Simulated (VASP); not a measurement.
# ZrCd2F6 in VASP: notebook

Runs on ZrCd2F6. Level: PBE. Tasks: single point.

Program: VASP 6.6.1. These are calculated values, not measurements. Logs are shortened: lines on timing, memory, paths and dates and some standing lists are left out, and cuts for length are marked.

## (1) The cell of the first run

The typed cell holds 9 atoms: a = 5.884 Å, b = 5.884 Å, c = 4.599 Å, α = 90.00°, β = 90.00°, γ = 60.00°.

## (2) Single point, PBE

Contents of INCAR:

```
ALGO     = Normal         # electronic algorithm
EDIFF    = 1E-6           # SCF threshold, eV
ENCUT    = 520            # plane-wave cutoff, eV
GGA      = PE             # functional
ISIF     = 2              # what is computed and relaxed
ISMEAR   = 0              # smearing method
LASPH    = T              # aspherical terms in the spheres
LCHARG   = T              # write CHGCAR
LELF     = T              # ELF
LREAL    = F              # projectors in reciprocal space
LVHAR    = T            
LWAVE    = F              # write WAVECAR
NBANDS   = 49             # bands
NELM     = 100            # most SCF steps
PREC     = Accurate       # precision mode
SIGMA    = 0.2898         # smearing width, eV
```

Contents of KPOINTS:

```
k-points
0
Gamma
  4 4 4
```

Contents of POSCAR:

```
ZrCd2F6
1.0
    2.9421610000      5.0959700000      0.0000000000
   -2.9421610000      5.0959700000      0.0000000000
    0.0000000000      0.0000000000      4.5991350000
Zr F Cd
1 6 2
Direct
    0.0000000000      0.0000000000      0.0000000000
    0.1600000000      0.6800000000      0.1980000000
    0.1600000000      0.1600000000      0.1980000000
    0.6800000000      0.1600000000      0.1980000000
    0.8400000000      0.3200000000      0.8020000000
    0.3200000000      0.8400000000      0.8020000000
    0.8400000000      0.8400000000      0.8020000000
    0.3333000000      0.3334000000      0.6920000000
    0.6667000000      0.6666000000      0.3080000000
```

Potentials or basis: VASP PAW PBE potentials, release 64 (Zr_sv, F, Cd).

The run is started by

```
$ cat potpaw_PBE.64/Zr_sv/POTCAR potpaw_PBE.64/F/POTCAR potpaw_PBE.64/Cd/POTCAR > POTCAR
$ mpirun -np 1 vasp_std > vasp.out
```

OUTCAR:

```text
EDIFF = 1E-6
   ENCUT = 520
   GGA = PE
   ISIF = 2
   ISMEAR = 0
   LASPH = T
   LREAL = F
   NELM = 100
   PREC = Accurate

 ion  position               nearest neighbor table
   1  0.000  0.000  0.000-   3 1.87   7 1.87   4 1.87   5 1.87   6 1.87   2 1.87   9 3.68   8 3.68
                             9 3.68   8 3.68   9 3.68   8 3.68
   2  0.160  0.680  0.198-   1 1.87
   3  0.160  0.160  0.198-   1 1.87
   4  0.680  0.160  0.198-   1 1.87
   5  0.840  0.320  0.802-   1 1.87
   6  0.320  0.840  0.802-   1 1.87
   7  0.840  0.840  0.802-   1 1.87
   8  0.333  0.333  0.692-   1 3.68   1 3.68   1 3.68
   9  0.667  0.667  0.308-   1 3.68   1 3.68   1 3.68

  LATTYP: Found a hexagonal cell.
 ALAT       =     5.8843199769
 C/A-ratio  =     0.7815915888

  Lattice vectors:

 A1 = (   2.9421610000,  -5.0959700000,   0.0000000000)
 A2 = (   2.9421610000,   5.0959700000,   0.0000000000)
 A3 = (   0.0000000000,   0.0000000000,   4.5991350000)

Analysis of symmetry for initial positions (statically):
=====================================================================
 Subroutine PRICEL returns:
 Original cell was already a primitive cell.

 Routine SETGRP: Setting up the symmetry group for a
 hexagonal supercell.

 Subroutine GETGRP returns: Found  4 space group operations
 (whereof  4 operations were pure point group operations)
 out of a pool of 24 trial point group operations.

The static configuration has the point symmetry C_2h.

Analysis of symmetry for dynamics (positions and initial velocities):
=====================================================================
 Subroutine PRICEL returns:
 Original cell was already a primitive cell.

 Routine SETGRP: Setting up the symmetry group for a
 hexagonal supercell.

 Subroutine GETGRP returns: Found  4 space group operations
 (whereof  4 operations were pure point group operations)
 out of a pool of 24 trial point group operations.

The dynamic configuration has the point symmetry C_2h.

 Subroutine INISYM returns: Found  4 space group operations
 (whereof  4 operations are pure point group operations),
 and found     1 'primitive' translations

----------------------------------------------------------------------------------------

                                     Primitive cell

  volume of cell :     137.9112

  direct lattice vectors                    reciprocal lattice vectors
     2.942161000  5.095970000  0.000000000     0.169943113  0.098116747  0.000000000
    -2.942161000  5.095970000  0.000000000    -0.169943113  0.098116747  0.000000000
     0.000000000  0.000000000  4.599135000     0.000000000  0.000000000  0.217432191

  length of vectors
     5.884319977  5.884319977  4.599135000     0.196233427  0.196233427  0.217432191

  position of ions in fractional coordinates (direct lattice)
     0.000000000  0.000000000  0.000000000
     0.160000000  0.680000000  0.198000000
     0.160000000  0.160000000  0.198000000
     0.680000000  0.160000000  0.198000000
     0.840000000  0.320000000  0.802000000
     0.320000000  0.840000000  0.802000000
     0.840000000  0.840000000  0.802000000
     0.333300000  0.333400000  0.692000000
     0.666700000  0.666600000  0.308000000

  ion indices of the primitive-cell ions
   primitive index   ion index
                 1           1
                 2           2
                 3           3
                 4           4
                 5           5
                 6           6
                 7           7
                 8           8
                 9           9

----------------------------------------------------------------------------------------

 KPOINTS: k-points

Automatic generation of k-mesh.
 Grid dimensions read from file:
 generate k-points for:    4    4    4

 Generating k-lattice:

  Cartesian coordinates                     Fractional coordinates (reciprocal lattice)
     0.042485778  0.024529187  0.000000000     0.250000000  0.000000000  0.000000000
    -0.042485778  0.024529187  0.000000000     0.000000000  0.250000000  0.000000000
     0.000000000  0.000000000  0.054358048     0.000000000  0.000000000  0.250000000

  Length of vectors
     0.049058357  0.049058357  0.054358048

  Shift w.r.t. Gamma in fractional coordinates (k-lattice)
     0.000000000  0.000000000  0.000000000

 Subroutine IBZKPT returns following result:
 ===========================================

 Found     24 irreducible k-points:

 Following reciprocal coordinates:
            Coordinates               Weight
  0.000000  0.000000  0.000000      1.000000
  0.250000  0.000000  0.000000      4.000000
  0.000000  0.250000  0.000000      2.000000
  0.500000  0.000000  0.000000      2.000000
  0.000000  0.500000  0.000000      1.000000
  0.500000  0.250000  0.000000      2.000000
[... 16 lines left out ...]
  0.500000  0.250000  0.500000      2.000000
  0.250000  0.500000  0.500000      4.000000
   k-points           NKPTS =     24   k-points in BZ     NKDIM =     24   number of bands    NBANDS=     49
   number of dos      NEDOS =    301   number of ions     NIONS =      9
   total plane-waves  NPLWV =  82944
   dimension x,y,z NGX =    48 NGY =   48 NGZ =   36
   dimension x,y,z NGXF=    96 NGYF=   96 NGZF=   72
   ions per type =               1   6   2
   NGX,Y,Z   is equivalent  to a cutoff of  13.56, 13.56, 13.01 a.u.
   NGXF,Y,Z  is equivalent  to a cutoff of  27.12, 27.12, 26.03 a.u.
 SYSTEM =  unknown system
   PREC   = accura    normal or accurate (medium, high low for compatibility)
   ISTART =      0    job   : 0-new  1-cont  2-samecut
   ICHARG =      2    charge: 1-file 2-atom 10-const
   ISPIN  =      1    spin polarized calculation?
   LNONCOLLINEAR =      F non collinear calculations
   LSORBIT =      F    spin-orbit coupling
   LASPH  =      T    aspherical Exc in radial PAW
   ENCUT  =  520.0 eV  38.22 Ry    6.18 a.u.  10.94 10.94  8.55*2*pi/ulx,y,z
   NELM   =    100;   NELMIN=  2; NELMDL= -5     # of ELM steps
   EDIFF  = 0.1E-05   stopping-criterion for ELM
   LREAL  =      F    real-space projection
   EDIFFG = 0.1E-04   stopping-criterion for IOM
   NSW    =      0    number of steps for IOM
   IBRION =     -1    ionic relax: 0-MD 1-quasi-New 2-CG
   NFREE  =      0    steps in history (QN), initial steepest desc. (CG)
   ISIF   =      2    stress and relaxation
   ISYM   =      2    0-nonsym 1-usesym 2-fastsym
   POTIM  = 0.5000    time-step for ionic-motion
   TEBEG  =    0.0;   TEEND  =   0.0 temperature during run
   PSTRESS=    0.0 pullay stress
   NELECT =      78.0000    total number of electrons
   NUPDOWN=      -1.0000    fix difference up-down
   EMIN   =  10.00;   EMAX   =-10.00  energy-range for DOS
   EFERMI =   0.00;   METHOD = LEGACY
   ISMEAR =     0;   SIGMA  =   0.29  broadening in eV -4-tet -1-fermi 0-gaus
   EFERMI_NEDOS =   21; number of points for ismear=-14 and -15
   IALGO  =     38    algorithm
   IMIX   =      4    mixing-type and parameters
     AMIX     =   0.40;   BMIX     =  1.00
     AMIX_MAG =   1.60;   BMIX_MAG =  1.00
  volume/ion in A,a.u.               =      15.32       103.41
  Fermi-wavevector in a.u.,A,eV,Ry     =   1.353858  2.558421 24.938558  1.832932
  Thomas-Fermi vector in A             =   2.481078
   LORBIT       =      0    0 simple, 1 ext, 2 COOP (PROOUT), +10 PAW based schemes
   GGA     = PE    functional components
   LHFCALC =     F    Hartree Fock is set to
   AEXX    =    0.0000 exact exchange contribution
   IVDW    =     0    specifies the selected vdW correction
   LEPSILON=     F    determine dielectric tensor
   LRPA    =     F    only Hartree local field effects (RPA)
 non-spin polarized calculation
 Gauss-broadening in eV      SIGMA  =   0.29
  energy-cutoff  :      520.00
  volume of cell :      137.91
 maximum number of plane-waves:      3736
 NGX is ok and might be reduce to    48
   NGX = 21   NGY = 21   NGZ = 17

 number of electron      78.0000007 magnetization

 Free energy of the ion-electron system (eV)
  ---------------------------------------------------
  ext. energy  EPLUGINS =         0.00000000
  ---------------------------------------------------
  free energy    TOTEN  =       -41.10493149 eV

  energy without entropy =      -40.98030017  energy(sigma->0) =      -41.04261583

 E-fermi :   2.1191     XC(G=0):  -9.6725

 val. band max:        2.0835493784   @ k =   0.5000   0.2500   0.5000
 cond. band min:       2.3036581964   @ k =   0.2500   0.0000   0.5000
 fundamental gap:      0.2201088181
 Fermi energy:         2.1191158924

 k-point     1 :       0.0000    0.0000    0.0000
  band No.  band energies     occupation
      1     -46.3359      2.00000
      2     -26.3243      2.00000
      3     -26.3242      2.00000
      4     -25.7428      2.00000
      5     -21.8443      2.00000
      6     -21.7879      2.00000
[... 41 lines left out ...]
     48       8.8131      0.00000
     49       9.8346      0.00000

 k-point     2 :       0.2500    0.0000    0.0000
  band No.  band energies     occupation
      1     -46.3359      2.00000
      2     -26.3296      2.00000
      3     -26.3251      2.00000
      4     -25.7402      2.00000
      5     -21.8227      2.00000
      6     -21.7987      2.00000
[... 41 lines left out ...]
     48       9.3820      0.00000
     49       9.6224      0.00000

 k-point     3 :       0.0000    0.2500    0.0000
  band No.  band energies     occupation
      1     -46.3359      2.00000
      2     -26.3297      2.00000
      3     -26.3250      2.00000
      4     -25.7402      2.00000
      5     -21.8225      2.00000
      6     -21.7990      2.00000
[... 1081 lines left out ...]
     48       9.3002      0.00000
     49       9.3954      0.00000

 k-point    24 :       0.2500    0.5000    0.5000
  band No.  band energies     occupation
      1     -46.3356      2.00000
      2     -26.3248      2.00000
      3     -26.3204      2.00000
      4     -25.7618      2.00000
      5     -21.8535      2.00000
      6     -21.8270      2.00000
[... 41 lines left out ...]
     48       9.3002      0.00000
     49       9.3949      0.00000

------------------------ aborting loop because EDIFF is reached ----------------------------------------

  FORCE on cell =-STRESS in cart. coord.  units (eV):
  Direction    XX          YY          ZZ          XY          YZ          ZX
  --------------------------------------------------------------------------------------
  -------------------------------------------------------------------------------------
  Total       20.8065412     20.8045939     16.7032924     -0.0016699      0.0002966     -0.0005137
  in kB      241.7191305    241.6965071    194.0498073     -0.0194005      0.0034457     -0.0059679
  external PRESSURE =     225.8218150 kB  Pullay stress =       0.0000000 kB

 VOLUME and BASIS-vectors are now :
 -----------------------------------------------------------------------------
  energy-cutoff  :      520.00
  volume of cell :      137.91
      direct lattice vectors                 reciprocal lattice vectors
     2.942161000  5.095970000  0.000000000     0.169943113  0.098116747  0.000000000
    -2.942161000  5.095970000  0.000000000    -0.169943113  0.098116747  0.000000000
     0.000000000  0.000000000  4.599135000     0.000000000  0.000000000  0.217432191

 POSITION                                       TOTAL-FORCE (eV/Angst)
 -----------------------------------------------------------------------------------
      0.00000      0.00000      0.00000        -0.000000     -0.000000      0.000000
     -1.52992      4.28061      0.91063         3.617317     -2.088458      3.175791
      0.00000      1.63071      0.91063        -0.000041      4.176651      3.175735
      1.52992      4.28061      0.91063        -3.617108     -2.088290      3.175735
      1.52992      5.91133      3.68851        -3.617317      2.088458     -3.175791
     -1.52992      5.91133      3.68851         3.617108      2.088290     -3.175735
      0.00000      8.56123      3.68851         0.000041     -4.176651     -3.175735
     -0.00029      3.39748      3.18260         0.000040     -0.000023     -0.318180
      0.00029      6.79446      1.41653        -0.000040      0.000023      0.318180
 -----------------------------------------------------------------------------------
    total drift:                               -0.000000      0.000000     -0.000000

  FREE ENERGIE OF THE ION-ELECTRON SYSTEM (eV)
  ---------------------------------------------------
  free  energy   TOTEN  =       -41.1049314921 eV

  energy  without entropy=      -40.9803001651  energy(sigma->0) =      -41.04261583
```

It took 3.7 min on 1 thread of Intel Xeon 8259CL, shared host; peak memory 0.36 GiB.

Results:

```yaml
Free_energy: -41.1049 eV
Pressure: 22.6 GPa
Largest_force: 5.247 eV/Å
Band_gap_on_the_k_mesh: zero (bands 39 and 40 overlap by 0.10 eV)
```

Forces in eV/Å, atoms in the order of the input:
```
Zr   0.000  0.000  0.000
F    3.617 -2.088  3.176
F    0.000  4.177  3.176
F   -3.617 -2.088  3.176
F   -3.617  2.088 -3.176
F    3.617  2.088 -3.176
F    0.000 -4.177 -3.176
Cd   0.000  0.000 -0.318
Cd   0.000  0.000  0.318
```

Stress tensor (GPa, compression positive):
```
24.17  0.00  0.00
 0.00 24.17  0.00
 0.00  0.00 19.40
```

Caveat: the cell stands under pressure; so wide a smearing shifts energies and pressures; forces of over 1 eV/Å act on the atoms, so gaps and moduli don't describe the material at rest.

[end of part 1 of 2]

The gap in the log of VASP goes by the Fermi energy; the results here count the filled bands.